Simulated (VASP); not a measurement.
# BAs5 (F-43m) in VASP: notebook

The runs below take BAs5 through single point, relaxation of cell and atoms, with PBE.

Everything below comes from runs of VASP 6.6.1. Logs are shortened: lines on timing, memory, paths and dates and some standing lists are left out, and cuts for length are marked.

## (1) The cell of the first run

Symmetry: F-43m, No. 216, cubic system. The conventional cell has a = 8.052 Å, b = 8.052 Å, c = 8.052 Å, α = 90.00°, β = 90.00°, γ = 90.00°. B (site symmetry -43m) has 16 As at 3.43 to 3.49 Å within 4.5 Å. Within 2.8 Å of As (site symmetry -43m) lie 4 As at 2.13 Å. As (site symmetry 3m) has 4 As at 2.13 to 2.21 Å within 2.8 Å.

## (2) Single point, PBE

Contents of INCAR:

```
SYSTEM = BAs5
ALGO = Normal
EDIFF = 1E-7
ENCUT = 520
GGA = PE
ISIF = 2
ISMEAR = 0
LASPH = .True.
LCHARG = .False.
LREAL = .False.
LWAVE = .False.
NBANDS = 23
NELM = 80
PREC = Accurate
SIGMA = 0.1
```

Contents of KPOINTS:

```
k-points
0
Gamma
  4 4 4
  0 0 0
```

Contents of POSCAR:

```
BAs5
1.0
    0.0000000000      4.0260626700      4.0260626700
    4.0260626700      0.0000000000      4.0260626700
    4.0260626700      4.0260626700      0.0000000000
B As
1 5
Direct
    0.0000000000      0.0000000000      0.0000000000
    0.7500000000      0.7500000000      0.7500000000
    0.5969491100      0.5969491100      0.5969491100
    0.5969491100      0.5969491100      0.2091526600
    0.5969491100      0.2091526600      0.5969491100
    0.2091526600      0.5969491100      0.5969491100
```

Potentials or basis: VASP PAW PBE potentials, release 64 (B, As).

Started as:

```sh
cat potpaw_PBE.64/B/POTCAR potpaw_PBE.64/As/POTCAR > POTCAR
mpirun -np 1 vasp_std > vasp.out
```

OUTCAR:

```text
SYSTEM = BAs5
   EDIFF = 1E-7
   ENCUT = 520
   GGA = PE
   ISIF = 2
   ISMEAR = 0
   LASPH = .True.
   LREAL = .False.
   NELM = 80
   PREC = Accurate

 ion  position               nearest neighbor table
   1  0.000  0.000  0.000-
   2  0.750  0.750  0.750-   4 2.13   5 2.13   6 2.13   3 2.13
   3  0.597  0.597  0.597-   2 2.13   4 2.21   5 2.21   6 2.21
   4  0.597  0.597  0.209-   2 2.13   3 2.21   5 2.21   6 2.21
   5  0.597  0.209  0.597-   2 2.13   3 2.21   4 2.21   6 2.21
   6  0.209  0.597  0.597-   2 2.13   3 2.21   4 2.21   5 2.21

  LATTYP: Found a face centered cubic cell.
 ALAT       =     8.0521253400

  Lattice vectors:

 A1 = (   0.0000000000,   4.0260626700,   4.0260626700)
 A2 = (   4.0260626700,   0.0000000000,   4.0260626700)
 A3 = (   4.0260626700,   4.0260626700,   0.0000000000)

Analysis of symmetry for initial positions (statically):
=====================================================================
 Subroutine PRICEL returns:
 Original cell was already a primitive cell.

 Routine SETGRP: Setting up the symmetry group for a
 face centered cubic supercell.

 Subroutine GETGRP returns: Found 24 space group operations
 (whereof 24 operations were pure point group operations)
 out of a pool of 48 trial point group operations.

The static configuration has the point symmetry T_d .

Analysis of symmetry for dynamics (positions and initial velocities):
=====================================================================
 Subroutine PRICEL returns:
 Original cell was already a primitive cell.

 Routine SETGRP: Setting up the symmetry group for a
 face centered cubic supercell.

 Subroutine GETGRP returns: Found 24 space group operations
 (whereof 24 operations were pure point group operations)
 out of a pool of 48 trial point group operations.

The dynamic configuration has the point symmetry T_d .

 Subroutine INISYM returns: Found 24 space group operations
 (whereof 24 operations are pure point group operations),
 and found     1 'primitive' translations

----------------------------------------------------------------------------------------

                                     Primitive cell

  volume of cell :     130.5184

  direct lattice vectors                    reciprocal lattice vectors
     0.000000000  4.026062670  4.026062670    -0.124190814  0.124190814  0.124190814
     4.026062670  0.000000000  4.026062670     0.124190814 -0.124190814  0.124190814
     4.026062670  4.026062670  0.000000000     0.124190814  0.124190814 -0.124190814

  length of vectors
     5.693712431  5.693712431  5.693712431     0.215104800  0.215104800  0.215104800

  position of ions in fractional coordinates (direct lattice)
     0.000000000  0.000000000  0.000000000
     0.750000000  0.750000000  0.750000000
     0.596949110  0.596949110  0.596949110
     0.596949110  0.596949110  0.209152660
     0.596949110  0.209152660  0.596949110
     0.209152660  0.596949110  0.596949110

  ion indices of the primitive-cell ions
   primitive index   ion index
                 1           1
                 2           2
                 3           3
                 4           4
                 5           5
                 6           6

----------------------------------------------------------------------------------------

 KPOINTS: k-points

Automatic generation of k-mesh.
 Grid dimensions read from file:
 generate k-points for:    4    4    4

 Generating k-lattice:

  Cartesian coordinates                     Fractional coordinates (reciprocal lattice)
    -0.031047703  0.031047703  0.031047703     0.250000000  0.000000000  0.000000000
     0.031047703 -0.031047703  0.031047703     0.000000000  0.250000000  0.000000000
     0.031047703  0.031047703 -0.031047703     0.000000000  0.000000000  0.250000000

  Length of vectors
     0.053776200  0.053776200  0.053776200

  Shift w.r.t. Gamma in fractional coordinates (k-lattice)
     0.000000000  0.000000000  0.000000000

 Subroutine IBZKPT returns following result:
 ===========================================

 Found      8 irreducible k-points:

 Following reciprocal coordinates:
            Coordinates               Weight
  0.000000  0.000000  0.000000      1.000000
  0.250000  0.000000  0.000000      8.000000
  0.500000  0.000000  0.000000      4.000000
  0.250000  0.250000  0.000000      6.000000
  0.500000  0.250000  0.000000     24.000000
 -0.250000  0.250000  0.000000     12.000000
  0.500000  0.500000  0.000000      3.000000
 -0.250000  0.500000  0.250000      6.000000
   k-points           NKPTS =      8   k-points in BZ     NKDIM =      8   number of bands    NBANDS=     23
   number of dos      NEDOS =    301   number of ions     NIONS =      6
   total plane-waves  NPLWV =  74088
   dimension x,y,z NGX =    42 NGY =   42 NGZ =   42
   dimension x,y,z NGXF=    84 NGYF=   84 NGZF=   84
   ions per type =               1   5
   NGX,Y,Z   is equivalent  to a cutoff of  12.26, 12.26, 12.26 a.u.
   NGXF,Y,Z  is equivalent  to a cutoff of  24.53, 24.53, 24.53 a.u.
 SYSTEM =  BAs5
   PREC   = accura    normal or accurate (medium, high low for compatibility)
   ISTART =      0    job   : 0-new  1-cont  2-samecut
   ICHARG =      2    charge: 1-file 2-atom 10-const
   ISPIN  =      1    spin polarized calculation?
   LNONCOLLINEAR =      F non collinear calculations
   LSORBIT =      F    spin-orbit coupling
   LASPH  =      T    aspherical Exc in radial PAW
   ENCUT  =  520.0 eV  38.22 Ry    6.18 a.u.  10.59 10.59 10.59*2*pi/ulx,y,z
   NELM   =     80;   NELMIN=  2; NELMDL= -5     # of ELM steps
   EDIFF  = 0.1E-06   stopping-criterion for ELM
   LREAL  =      F    real-space projection
   EDIFFG = 0.1E-05   stopping-criterion for IOM
   NSW    =      0    number of steps for IOM
   IBRION =     -1    ionic relax: 0-MD 1-quasi-New 2-CG
   NFREE  =      0    steps in history (QN), initial steepest desc. (CG)
   ISIF   =      2    stress and relaxation
   ISYM   =      2    0-nonsym 1-usesym 2-fastsym
   POTIM  = 0.5000    time-step for ionic-motion
   TEBEG  =    0.0;   TEEND  =   0.0 temperature during run
   PSTRESS=    0.0 pullay stress
   NELECT =      28.0000    total number of electrons
   NUPDOWN=      -1.0000    fix difference up-down
   EMIN   =  10.00;   EMAX   =-10.00  energy-range for DOS
   EFERMI =   0.00;   METHOD = LEGACY
   ISMEAR =     0;   SIGMA  =   0.10  broadening in eV -4-tet -1-fermi 0-gaus
   EFERMI_NEDOS =   21; number of points for ismear=-14 and -15
   IALGO  =     38    algorithm
   IMIX   =      4    mixing-type and parameters
     AMIX     =   0.40;   BMIX     =  1.00
     AMIX_MAG =   1.60;   BMIX_MAG =  1.00
  volume/ion in A,a.u.               =      21.75       146.80
  Fermi-wavevector in a.u.,A,eV,Ry     =   0.980025  1.851978 13.067691  0.960448
  Thomas-Fermi vector in A             =   2.110923
   LORBIT       =      0    0 simple, 1 ext, 2 COOP (PROOUT), +10 PAW based schemes
   GGA     = PE    functional components
   LHFCALC =     F    Hartree Fock is set to
   AEXX    =    0.0000 exact exchange contribution
   IVDW    =     0    specifies the selected vdW correction
   LEPSILON=     F    determine dielectric tensor
   LRPA    =     F    only Hartree local field effects (RPA)
 non-spin polarized calculation
 Gauss-broadening in eV      SIGMA  =   0.10
  energy-cutoff  :      520.00
  volume of cell :      130.52
 maximum number of plane-waves:      3527
   NGX = 21   NGY = 21   NGZ = 21

 number of electron      27.9999998 magnetization

 Free energy of the ion-electron system (eV)
  ---------------------------------------------------
  ext. energy  EPLUGINS =         0.00000000
  ---------------------------------------------------
  free energy    TOTEN  =       -12.80050186 eV

  energy without entropy =      -12.76245001  energy(sigma->0) =      -12.78147594

 E-fermi :   4.7987     XC(G=0):  -9.0893

 val. band max:        4.7892209829   @ k =   0.5000   0.2500   0.0000
 cond. band min:       4.8212681991   @ k =  -0.2500   0.5000   0.2500
 fundamental gap:      0.0320472162
 Fermi energy:         4.7986746251

 k-point     1 :       0.0000    0.0000    0.0000
  band No.  band energies     occupation
      1     -14.0234      2.00000
      2      -9.9369      2.00000
      3      -6.8992      2.00000
      4      -6.8992      2.00000
      5      -6.8992      2.00000
      6      -2.6734      2.00000
[... 15 lines left out ...]
     22       9.0643      0.00000
     23       9.0643      0.00000

 k-point     2 :       0.2500    0.0000    0.0000
  band No.  band energies     occupation
      1     -13.8713      2.00000
      2     -10.5703      2.00000
      3      -7.0003      2.00000
      4      -7.0003      2.00000
      5      -6.2529      2.00000
      6      -2.6637      2.00000
[... 15 lines left out ...]
     22       9.2581      0.00000
     23       9.8367      0.00000

 k-point     3 :       0.5000    0.0000    0.0000
  band No.  band energies     occupation
      1     -13.6831      2.00000
      2     -11.1080      2.00000
      3      -7.0921      2.00000
      4      -7.0921      2.00000
      5      -5.8206      2.00000
      6      -2.0387      2.00000
[... 15 lines left out ...]
     22       8.5515      0.00000
     23       9.8150      0.00000

 k-point     4 :       0.2500    0.2500    0.0000
  band No.  band energies     occupation
      1     -13.8149      2.00000
      2     -10.7423      2.00000
      3      -7.1229      2.00000
      4      -7.1229      2.00000
      5      -5.7646      2.00000
      6      -3.2670      2.00000
[... 15 lines left out ...]
     22       8.5884      0.00000
     23      10.8249      0.00000

 k-point     5 :       0.5000    0.2500    0.0000
  band No.  band energies     occupation
      1     -13.6122      2.00000
      2     -11.2587      2.00000
      3      -7.3147      2.00000
      4      -7.2070      2.00000
      5      -5.0007      2.00000
      6      -3.2443      2.00000
[... 15 lines left out ...]
     22       9.1926      0.00000
     23      10.3291      0.00000

 k-point     6 :      -0.2500    0.2500    0.0000
  band No.  band energies     occupation
      1     -13.6854      2.00000
      2     -11.0916      2.00000
      3      -7.3039      2.00000
      4      -7.0939      2.00000
      5      -5.3724      2.00000
      6      -2.9269      2.00000
[... 15 lines left out ...]
     22       9.1660      0.00000
     23      10.2730      0.00000

 k-point     7 :       0.5000    0.5000    0.0000
  band No.  band energies     occupation
      1     -13.5316      2.00000
      2     -11.4259      2.00000
      3      -7.3117      2.00000
      4      -7.3117      2.00000
      5      -4.2128      2.00000
      6      -4.1436      2.00000
[... 15 lines left out ...]
     22       9.0477      0.00000
     23      10.7385      0.00000

 k-point     8 :      -0.2500    0.5000    0.2500
  band No.  band energies     occupation
      1     -13.5311      2.00000
      2     -11.4244      2.00000
      3      -7.3447      2.00000
      4      -7.3403      2.00000
      5      -4.0615      2.00000
      6      -3.9266      2.00000
[... 15 lines left out ...]
     22       9.2590      0.00000
     23      11.2054      0.00000

------------------------ aborting loop because EDIFF is reached ----------------------------------------

  FORCE on cell =-STRESS in cart. coord.  units (eV):
  Direction    XX          YY          ZZ          XY          YZ          ZX
  --------------------------------------------------------------------------------------
  -------------------------------------------------------------------------------------
  Total       38.4793669     38.4793669     38.4793669     -0.0000000      0.0000000      0.0000000
  in kB      472.3532550    472.3532550    472.3532550     -0.0000000      0.0000000      0.0000000
  external PRESSURE =     472.3532550 kB  Pullay stress =       0.0000000 kB

 VOLUME and BASIS-vectors are now :
 -----------------------------------------------------------------------------
  energy-cutoff  :      520.00
  volume of cell :      130.52
      direct lattice vectors                 reciprocal lattice vectors
     0.000000000  4.026062670  4.026062670    -0.124190814  0.124190814  0.124190814
     4.026062670  0.000000000  4.026062670     0.124190814 -0.124190814  0.124190814
     4.026062670  4.026062670  0.000000000     0.124190814  0.124190814 -0.124190814

 POSITION                                       TOTAL-FORCE (eV/Angst)
 -----------------------------------------------------------------------------------
      0.00000      0.00000      0.00000         0.000000      0.000000      0.000000
      6.03909      6.03909      6.03909         0.000000      0.000000     -0.000000
      4.80671      4.80671      4.80671         2.864198      2.864198      2.864198
      3.24542      3.24542      4.80671        -2.864198     -2.864198      2.864198
      3.24542      4.80671      3.24542        -2.864198      2.864198     -2.864198
      4.80671      3.24542      3.24542         2.864198     -2.864198     -2.864198
 -----------------------------------------------------------------------------------
    total drift:                                0.000017      0.000017      0.000017

  FREE ENERGIE OF THE ION-ELECTRON SYSTEM (eV)
  ---------------------------------------------------
  free  energy   TOTEN  =       -12.8005018606 eV

  energy  without entropy=      -12.7624500132  energy(sigma->0) =      -12.78147594
```

Run time: 18 s. Hardware: 1 thread of Intel Xeon 6975P-C (Granite Rapids), shared host; peak memory 0.25 GiB.

What came out:

| Quantity | Value |
| --- | --- |
| Free energy | -12.8005 eV |
| Pressure | 47.2 GPa |
| Largest force | 4.961 eV/Å |
| Band gap on the k mesh | zero (band 14 reaches 4.93 eV, above the bottom of band 15 at 4.53 eV) |

Forces on the atoms (eV/Å):
```
B    0.000  0.000  0.000
As   0.000  0.000  0.000
As   2.864  2.864  2.864
As  -2.864 -2.864  2.864
As  -2.864  2.864 -2.864
As   2.864 -2.864 -2.864
```

Levels at points of the mesh, in eV from the Fermi level:
| k point | band 10 | band 11 | band 12 | band 13 | band 14 | band 15 | band 16 | band 17 | band 18 | band 19 |
| --- | --- | --- | --- | --- | --- | --- | --- | --- | --- | --- |
| (0.00, 0.00, 0.00) | -3.89 | -3.89 | -0.75 | -0.27 | -0.27 | -0.27 | 2.27 | 2.27 | 2.27 | 3.42 |
| (0.50, 0.00, 0.00) | -3.68 | -3.68 | -2.39 | -1.04 | -1.04 | -0.04 | 1.20 | 1.20 | 1.76 | 3.12 |
| (0.50, 0.50, 0.00) | -2.93 | -2.64 | -2.48 | -2.18 | -2.18 | 0.10 | 0.24 | 1.08 | 1.08 | 2.08 |

Caveat: forces of over 1 eV/Å act on the atoms, so gaps and moduli don't describe the material at rest.

## (3) Single point, PBE

This run uses another cell than the first one, of 37.86 Å³/atom, 1.740 times its volume.

Contents of INCAR:

```
SYSTEM = BAs5
PREC = Accurate ; ENCUT = 520
EDIFF = 1E-7 ; ISMEAR = 0
SIGMA = 0.1 ; LREAL = .FALSE.
LASPH = .TRUE. ; NELM = 80
ALGO = Normal ; ISIF = 2
LWAVE = .FALSE. ; LCHARG = .FALSE.
GGA = PE ; NBANDS = 23
```

Contents of KPOINTS:

```
Automatic mesh
0
G
  4 4 4
  0 0 0
```

Contents of POSCAR:

```
BAs5
1.0
    0.0000000000      4.8427243438      4.8427243438
    4.8427243438      0.0000000000      4.8427243438
    4.8427243438      4.8427243438      0.0000000000
B As
1 5
Direct
    0.0000000000      0.0000000000      0.0000000000
    0.7500000000      0.7500000000      0.7500000000
    0.5948443463      0.5948443463      0.5948443463
    0.5948443463      0.5948443463      0.2154669610
    0.5948443463      0.2154669610      0.5948443463
    0.2154669610      0.5948443463      0.5948443463
```

Potentials or basis: VASP PAW PBE potentials, release 64 (B, As).

Started as:

```sh
cat potpaw_PBE.64/B/POTCAR potpaw_PBE.64/As/POTCAR > POTCAR
mpirun -np 1 vasp_std > vasp.out
```

Run time: 43 s. Hardware: 1 thread of Intel Xeon 6975P-C (Granite Rapids), shared host; peak memory 0.37 GiB.

The run converged. Its results:

| Item | Value |
| --- | --- |
| Free energy | -21.5566 eV |
| Pressure | -0.1 GPa |
| Band gap on the k mesh | zero (band 14 reaches 0.69 eV, above the bottom of band 15 at 0.52 eV) |

Levels at points of the mesh, in eV from the Fermi level:
```tsv
k point	band 12	band 13	band 14	band 15	band 16	band 17
(0.00, 0.00, 0.00)	-1.94	0.06	0.06	0.06	0.82	0.82
(0.50, 0.00, 0.00)	-1.94	-0.49	-0.49	0.07	0.45	0.47
(0.50, 0.50, 0.00)	-1.54	-1.49	-1.49	0.08	0.46	0.46
```

(Continued in part 2 of 2.)
